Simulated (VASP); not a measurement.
Here is a VASP 6.6.1 calculation.

INCAR

```
SYSTEM = TaC
ALGO = Normal
EDIFF = 1E-6
ENCUT = 600
GGA = PE
GGA_COMPAT = .False.
ISIF = 2
ISMEAR = -1
LASPH = .True.
LCHARG = .False.
LREAL = .False.
LWAVE = .False.
NBANDS = 14
NELM = 120
PREC = Accurate
SIGMA = 0.0816
```

Contents of KPOINTS:

```
k-points
0
Gamma
  10 10 10
  0 0 0
```

File POSCAR:

```
TaC
1.0
    0.0000000000      2.2230000000      2.2230000000
    2.2230000000      0.0000000000      2.2230000000
    2.2230000000      2.2230000000      0.0000000000
Ta C
1 1
Direct
    0.0000000000      0.0000000000      0.0000000000
    0.5000000000      0.5000000000      0.5000000000
```

Potentials or basis: VASP PAW PBE potentials, release 64 (Ta_pv, C).

The run is started by

```bash
$ cat potpaw_PBE.64/Ta_pv/POTCAR potpaw_PBE.64/C/POTCAR > POTCAR
$ mpirun -np 1 vasp_std > vasp.out
```

Problem. What does it give for the pressure?

Solution. 7.3 GPa.
